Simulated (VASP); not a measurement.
SiO2:

```
CELL_PARAMETERS angstrom
-2.37405 2.37405 3.74400
2.37405 -2.37405 3.74400
2.37405 2.37405 -3.74400
ATOMIC_POSITIONS crystal
Si 0.00000 0.00000 0.00000
Si 0.75000 0.25000 0.50000
O 0.99838 0.62500 0.87338
O 0.37500 0.24838 0.37338
O 0.75162 0.12500 0.12662
O 0.87500 0.00162 0.62662
```

Base run:

| Item | Value |
| --- | --- |
| Program | VASP 6.6.1 |
| Functional | r2SCAN |
| Potentials or basis | VASP PAW PBE potentials, release 64 (Si, O) |
| Cutoff | 520 eV |
| k mesh | 4 × 4 × 4 |
| Occupations | gaussian, width 0.02 eV |
| Spin | no spin polarisation |

Its results: pressure -1.1 GPa; largest force 0.187 eV/Å.

Question: The run is repeated on the same cell with these changes: k mesh from 4 × 4 × 4 to 1 × 1 × 1. What comes out?

Answer: Pressure -0.5 GPa; largest force 0.986 eV/Å.

Caveats: some runs use coarse meshes; the PAW data sets were made with another functional, which shifts forces and pressure a little.
